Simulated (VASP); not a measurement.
# SbAsH6 (R-3m) in VASP: single point with PBEsol

Aim: the single point of SbAsH6 with PBEsol.

Everything below comes from runs of VASP 6.6.1. Logs are shortened: lines on timing, memory, paths and dates and some standing lists are left out, and cuts for length are marked.

**1. The cell of the first run**

Symmetry: R-3m, No. 166, trigonal system. Conventional cell: a = 5.351 Å, b = 5.351 Å, c = 13.032 Å, α = 90.00°, β = 90.00°, γ = 120.00°. Within 2.7 Å of Sb (site symmetry -3m) lie 6 H at 2.01 Å. Within 2.3 Å of As (site symmetry -3m) lie 6 H at 1.76 Å. H (site symmetry m) has 1 As at 1.76 Å and 1 Sb at 2.01 Å within 2.3 Å.

**2. Single point, PBEsol**

The input, INCAR:

```
PREC     = Accurate       # precision mode
ENCUT    = 520            # plane-wave cutoff, eV
EDIFF    = 1E-6           # SCF threshold, eV
ISMEAR   = -1             # smearing method
SIGMA    = 0.03           # smearing width, eV
LREAL    = F              # projectors in reciprocal space
LASPH    = T              # aspherical terms in the spheres
NELM     = 100            # most SCF steps
ALGO     = Normal         # electronic algorithm
ISIF     = 2              # what is computed and relaxed
LWAVE    = F              # write WAVECAR
LCHARG   = F              # write CHGCAR
GGA      = PS             # functional
NBANDS   = 18             # bands
```

The input, KPOINTS:

```
Automatic mesh
0
Gamma
  4 4 4
```

The input, POSCAR:

```
SbAsH6
1.0
    2.6756449340      1.5447843229      4.3439726183
   -2.6756449340      1.5447843229      4.3439726183
    0.0000000000     -3.0895686458      4.3439726183
Sb As H
1 1 6
Direct
    0.0000000000      0.0000000000      0.0000000000
    0.5000000000      0.5000000000      0.5000000000
    0.7333735203      0.2664088392      0.2664087482
    0.2664088392      0.2664087482      0.7333735203
    0.7335912518      0.2666264797      0.7335911608
    0.7335911608      0.7335912518      0.2666264797
    0.2666264797      0.7335911608      0.7335912518
    0.2664087482      0.7333735203      0.2664088392
```

Potentials or basis: VASP PAW PBE potentials, release 64 (Sb, As, H).

On the command line:

```console
$ cat potpaw_PBE.64/Sb/POTCAR potpaw_PBE.64/As/POTCAR potpaw_PBE.64/H/POTCAR > POTCAR
$ mpirun -np 1 vasp_std > vasp.out
```

OUTCAR:

```text
PREC = Accurate
   ENCUT = 520
   EDIFF = 1E-6
   ISMEAR = -1
   LREAL = F
   LASPH = T
   NELM = 100
   ISIF = 2
   GGA = PS

 ion  position               nearest neighbor table
   1  0.000  0.000  0.000-   4 2.01   6 2.01   3 2.01   7 2.01   5 2.01   8 2.01
   2  0.500  0.500  0.500-   4 1.76   6 1.76   5 1.76   8 1.76   7 1.76   3 1.76
   3  0.733  0.266  0.266-   2 1.76   1 2.01
   4  0.266  0.266  0.733-   2 1.76   1 2.01
   5  0.734  0.267  0.734-   2 1.76   1 2.01
   6  0.734  0.734  0.267-   2 1.76   1 2.01
   7  0.267  0.734  0.734-   2 1.76   1 2.01
   8  0.266  0.733  0.266-   2 1.76   1 2.01

  LATTYP: Found a trigonal (rhomboedric) cell.
 ALAT       =     5.3306221518
 COS(alpha) =     0.4961153161

  Lattice vectors:

 A1 = (   2.6756449340,   1.5447843229,   4.3439726183)
 A2 = (  -2.6756449340,   1.5447843229,   4.3439726183)
 A3 = (   0.0000000000,  -3.0895686458,   4.3439726183)

Analysis of symmetry for initial positions (statically):
=====================================================================
 Subroutine PRICEL returns:
 Original cell was already a primitive cell.

 Routine SETGRP: Setting up the symmetry group for a
 trigonal (rhombohedral) supercell.

 Subroutine GETGRP returns: Found 12 space group operations
 (whereof 12 operations were pure point group operations)
 out of a pool of 12 trial point group operations.

The static configuration has the point symmetry D_3d.

Analysis of symmetry for dynamics (positions and initial velocities):
=====================================================================
 Subroutine PRICEL returns:
 Original cell was already a primitive cell.

 Routine SETGRP: Setting up the symmetry group for a
 trigonal (rhombohedral) supercell.

 Subroutine GETGRP returns: Found 12 space group operations
 (whereof 12 operations were pure point group operations)
 out of a pool of 12 trial point group operations.

The dynamic configuration has the point symmetry D_3d.

 Subroutine INISYM returns: Found 12 space group operations
 (whereof 12 operations are pure point group operations),
 and found     1 'primitive' translations

----------------------------------------------------------------------------------------

                                     Primitive cell

  volume of cell :     107.7295

  direct lattice vectors                    reciprocal lattice vectors
     2.675644934  1.544784323  4.343972618     0.186870834  0.107889926  0.076734676
    -2.675644934  1.544784323  4.343972618    -0.186870834  0.107889926  0.076734676
     0.000000000 -3.089568646  4.343972618     0.000000000 -0.215779852  0.076734676

  length of vectors
     5.330622152  5.330622152  5.330622152     0.229017806  0.229017806  0.229017806

  position of ions in fractional coordinates (direct lattice)
     0.000000000  0.000000000  0.000000000
     0.500000000  0.500000000  0.500000000
     0.733373520  0.266408839  0.266408748
     0.266408839  0.266408748  0.733373520
     0.733591252  0.266626480  0.733591161
     0.733591161  0.733591252  0.266626480
     0.266626480  0.733591161  0.733591252
     0.266408748  0.733373520  0.266408839

  ion indices of the primitive-cell ions
   primitive index   ion index
                 1           1
                 2           2
                 3           3
                 4           4
                 5           5
                 6           6
                 7           7
                 8           8

----------------------------------------------------------------------------------------

 KPOINTS: Automatic mesh

Automatic generation of k-mesh.
 Grid dimensions read from file:
 generate k-points for:    4    4    4

 Generating k-lattice:

  Cartesian coordinates                     Fractional coordinates (reciprocal lattice)
     0.046717708  0.026972482  0.019183669     0.250000000 -0.000000000  0.000000000
    -0.046717708  0.026972482  0.019183669    -0.000000000  0.250000000  0.000000000
     0.000000000 -0.053944963  0.019183669     0.000000000  0.000000000  0.250000000

  Length of vectors
     0.057254451  0.057254451  0.057254451

  Shift w.r.t. Gamma in fractional coordinates (k-lattice)
     0.000000000  0.000000000  0.000000000

 Subroutine IBZKPT returns following result:
 ===========================================

 Found     13 irreducible k-points:

 Following reciprocal coordinates:
            Coordinates               Weight
  0.000000  0.000000  0.000000      1.000000
  0.250000  0.000000  0.000000      6.000000
  0.500000  0.000000  0.000000      3.000000
  0.250000  0.250000  0.000000      6.000000
  0.500000  0.250000  0.000000     12.000000
 -0.250000  0.250000  0.000000      6.000000
  0.500000  0.500000  0.000000      3.000000
  0.250000  0.250000  0.250000      2.000000
  0.500000  0.250000  0.250000      6.000000
 -0.250000  0.250000  0.250000      6.000000
  0.500000  0.500000  0.250000      6.000000
 -0.250000  0.500000  0.250000      6.000000
  0.500000  0.500000  0.500000      1.000000
   k-points           NKPTS =     13   k-points in BZ     NKDIM =     13   number of bands    NBANDS=     18
   number of dos      NEDOS =    301   number of ions     NIONS =      8
   total plane-waves  NPLWV =  64000
   dimension x,y,z NGX =    40 NGY =   40 NGZ =   40
   dimension x,y,z NGXF=    80 NGYF=   80 NGZF=   80
   ions per type =               1   1   6
   NGX,Y,Z   is equivalent  to a cutoff of  12.47, 12.47, 12.47 a.u.
   NGXF,Y,Z  is equivalent  to a cutoff of  24.95, 24.95, 24.95 a.u.
 SYSTEM =  unknown system
   PREC   = accura    normal or accurate (medium, high low for compatibility)
   ISTART =      0    job   : 0-new  1-cont  2-samecut
   ICHARG =      2    charge: 1-file 2-atom 10-const
   ISPIN  =      1    spin polarized calculation?
   LNONCOLLINEAR =      F non collinear calculations
   LSORBIT =      F    spin-orbit coupling
   LASPH  =      T    aspherical Exc in radial PAW
   ENCUT  =  520.0 eV  38.22 Ry    6.18 a.u.   9.91  9.91  9.91*2*pi/ulx,y,z
   NELM   =    100;   NELMIN=  2; NELMDL= -5     # of ELM steps
   EDIFF  = 0.1E-05   stopping-criterion for ELM
   LREAL  =      F    real-space projection
   EDIFFG = 0.1E-04   stopping-criterion for IOM
   NSW    =      0    number of steps for IOM
   IBRION =     -1    ionic relax: 0-MD 1-quasi-New 2-CG
   NFREE  =      0    steps in history (QN), initial steepest desc. (CG)
   ISIF   =      2    stress and relaxation
   ISYM   =      2    0-nonsym 1-usesym 2-fastsym
   POTIM  = 0.5000    time-step for ionic-motion
   TEBEG  =    0.0;   TEEND  =   0.0 temperature during run
   PSTRESS=    0.0 pullay stress
   NELECT =      16.0000    total number of electrons
   NUPDOWN=      -1.0000    fix difference up-down
   EMIN   =  10.00;   EMAX   =-10.00  energy-range for DOS
   EFERMI =   0.00;   METHOD = LEGACY
   ISMEAR =    -1;   SIGMA  =   0.03  broadening in eV -4-tet -1-fermi 0-gaus
   EFERMI_NEDOS =   21; number of points for ismear=-14 and -15
   IALGO  =     38    algorithm
   IMIX   =      4    mixing-type and parameters
     AMIX     =   0.40;   BMIX     =  1.00
     AMIX_MAG =   1.60;   BMIX_MAG =  1.00
  volume/ion in A,a.u.               =      13.47        90.87
  Fermi-wavevector in a.u.,A,eV,Ry     =   0.866968  1.638333 10.226604  0.751634
  Thomas-Fermi vector in A             =   1.985434
   LORBIT       =      0    0 simple, 1 ext, 2 COOP (PROOUT), +10 PAW based schemes
   GGA     = PS    functional components
   LHFCALC =     F    Hartree Fock is set to
   AEXX    =    0.0000 exact exchange contribution
   IVDW    =     0    specifies the selected vdW correction
   LEPSILON=     F    determine dielectric tensor
   LRPA    =     F    only Hartree local field effects (RPA)
 non-spin polarized calculation
  energy-cutoff  :      520.00
  volume of cell :      107.73
 maximum number of plane-waves:      2910
   NGX = 19   NGY = 19   NGZ = 19

 number of electron      16.0000000 magnetization

 Free energy of the ion-electron system (eV)
  ---------------------------------------------------
  ext. energy  EPLUGINS =         0.00000000
  ---------------------------------------------------
  free energy    TOTEN  =       -26.21131263 eV

  energy without entropy =      -26.19749600  energy(sigma->0) =      -26.20440432

 E-fermi :   2.1091     XC(G=0):  -7.7910

 val. band max:        2.0948443525   @ k =   0.5000   0.2500   0.2500
 cond. band min:       2.1453040442   @ k =  -0.2500   0.5000   0.2500
 fundamental gap:      0.0504596916
 Fermi energy:         2.1091262220

 k-point     1 :       0.0000    0.0000    0.0000
  band No.  band energies     occupation
      1     -11.1350      2.00000
      2      -7.0347      2.00000
      3      -4.3681      2.00000
      4      -4.3681      2.00000
      5      -4.3280      2.00000
      6      -0.2899      2.00000
[... 10 lines left out ...]
     17      12.4913      0.00000
     18      12.5429      0.00000

 k-point     2 :       0.2500    0.0000    0.0000
  band No.  band energies     occupation
      1     -10.8921      2.00000
      2      -7.9059      2.00000
      3      -4.1226      2.00000
      4      -4.0912      2.00000
      5      -3.2781      2.00000
      6      -1.6592      2.00000
[... 10 lines left out ...]
     17      10.3670      0.00000
     18      10.6824      0.00000

 k-point     3 :       0.5000    0.0000    0.0000
  band No.  band energies     occupation
      1     -10.5394      2.00000
      2      -8.6734      2.00000
      3      -3.6400      2.00000
      4      -3.6185      2.00000
      5      -2.7272      2.00000
      6      -2.7012      2.00000
[... 10 lines left out ...]
     17       8.5437      0.00000
     18       8.5903      0.00000

 k-point     4 :       0.2500    0.2500    0.0000
  band No.  band energies     occupation
      1     -10.8335      2.00000
      2      -7.8612      2.00000
      3      -4.5437      2.00000
      4      -4.5168      2.00000
      5      -3.3711      2.00000
      6      -1.8992      2.00000
[... 10 lines left out ...]
     17      11.0494      0.00000
     18      11.4657      0.00000

 k-point     5 :       0.5000    0.2500    0.0000
  band No.  band energies     occupation
      1     -10.5246      2.00000
      2      -8.4297      2.00000
      3      -4.5123      2.00000
      4      -4.3284      2.00000
      5      -3.9968      2.00000
      6      -1.4369      2.00000
[... 10 lines left out ...]
     17      10.4633      0.00000
     18      10.5588      0.00000

 k-point     6 :      -0.2500    0.2500    0.0000
  band No.  band energies     occupation
      1     -10.6057      2.00000
      2      -8.4066      2.00000
      3      -4.7234      2.00000
      4      -3.6490      2.00000
      5      -2.7764      2.00000
      6      -2.6680      2.00000
[... 76 lines left out ...]
 k-point    10 :      -0.2500    0.2500    0.2500
  band No.  band energies     occupation
      1     -10.5247      2.00000
      2      -8.4293      2.00000
      3      -4.5063      2.00000
      4      -4.3525      2.00000
      5      -3.9760      2.00000
      6      -1.4458      2.00000
[... 10 lines left out ...]
     17      10.4759      0.00000
     18      10.5699      0.00000

 k-point    11 :       0.5000    0.5000    0.2500
  band No.  band energies     occupation
      1     -10.5226      2.00000
      2      -8.4250      2.00000
      3      -4.5151      2.00000
      4      -4.3539      2.00000
      5      -3.9835      2.00000
      6      -1.4500      2.00000
[... 10 lines left out ...]
     17      10.4876      0.00000
     18      10.5627      0.00000

 k-point    12 :      -0.2500    0.5000    0.2500
  band No.  band energies     occupation
      1     -10.4397      2.00000
      2      -8.4376      2.00000
      3      -4.8996      2.00000
      4      -4.8989      2.00000
      5      -3.1603      2.00000
      6      -2.3483      2.00000
[... 10 lines left out ...]
     17      10.3104      0.00000
     18      10.6007      0.00000

 k-point    13 :       0.5000    0.5000    0.5000
  band No.  band energies     occupation
      1     -10.5353      2.00000
      2      -8.6662      2.00000
      3      -3.6439      2.00000
      4      -3.6439      2.00000
      5      -2.7313      2.00000
      6      -2.7313      2.00000
[... 10 lines left out ...]
     17       8.5846      0.00000
     18       8.5846      0.00000

------------------------ aborting loop because EDIFF is reached ----------------------------------------

  FORCE on cell =-STRESS in cart. coord.  units (eV):
  Direction    XX          YY          ZZ          XY          YZ          ZX
  --------------------------------------------------------------------------------------
  -------------------------------------------------------------------------------------
  Total        0.1133370      0.1133370      0.1495050      0.0000000      0.0000000      0.0000000
  in kB        1.6855730      1.6855730      2.2234726      0.0000000      0.0000000      0.0000000
  external PRESSURE =       1.8648729 kB  Pullay stress =       0.0000000 kB

 VOLUME and BASIS-vectors are now :
 -----------------------------------------------------------------------------
  energy-cutoff  :      520.00
  volume of cell :      107.73
      direct lattice vectors                 reciprocal lattice vectors
     2.675644934  1.544784323  4.343972618     0.186870834  0.107889926  0.076734676
    -2.675644934  1.544784323  4.343972618    -0.186870834  0.107889926  0.076734676
     0.000000000 -3.089568646  4.343972618     0.000000000 -0.215779852  0.076734676

 POSITION                                       TOTAL-FORCE (eV/Angst)
 -----------------------------------------------------------------------------------
      0.00000      0.00000      0.00000         0.000000      0.000000      0.000000
      0.00000      0.00000      6.51596         0.000000      0.000000      0.000000
      1.24943      0.72136      5.50030         0.001066      0.000615     -0.000133
      0.00000     -1.44272      5.50030         0.000000     -0.001231     -0.000133
      1.24943     -0.72136      7.53162         0.001066     -0.000615      0.000133
     -0.00000      1.44272      7.53162         0.000000      0.001231      0.000133
     -1.24943     -0.72136      7.53162        -0.001066     -0.000615      0.000133
     -1.24943      0.72136      5.50030        -0.001066      0.000615     -0.000133
 -----------------------------------------------------------------------------------
    total drift:                               -0.000000     -0.000000      0.000000

  FREE ENERGIE OF THE ION-ELECTRON SYSTEM (eV)
  ---------------------------------------------------
  free  energy   TOTEN  =       -26.2113126316 eV

  energy  without entropy=      -26.1974960030  energy(sigma->0) =      -26.20440432
```

Wall time 16 s (1 thread of Intel Xeon 6975P-C (Granite Rapids), shared host); peak memory 0.24 GiB.

What came out:

| Quantity | Value |
| --- | --- |
| Free energy | -26.2113 eV |
| Pressure | 0.2 GPa |
| Band gap on the k mesh | zero (bands 8 and 9 overlap by 0.58 eV) |

Levels at points of the mesh, in eV from the Fermi level:
```tsv
k point	band 4	band 5	band 6	band 7	band 8	band 9	band 10	band 11	band 12	band 13
(0.00, 0.00, 0.00)	-6.48	-6.44	-2.40	-2.40	-0.49	-0.48	-0.48	2.85	3.61	3.61
(0.50, 0.00, 0.00)	-5.73	-4.84	-4.81	-3.90	-3.27	4.19	4.22	4.51	4.72	5.07
(0.50, 0.50, 0.00)	-6.82	-6.79	-2.17	0.05	0.05	0.27	0.51	1.99	2.30	5.32
(0.50, 0.50, 0.50)	-5.75	-4.84	-4.84	-3.89	-3.26	4.23	4.23	4.53	4.74	5.10
```

Caveat: the PAW data sets were made with another functional, which shifts forces and pressure a little; spin-orbit coupling is left out, which moves the levels of the heavy elements.

The gap in the log of VASP goes by the Fermi energy; the results here count the filled bands.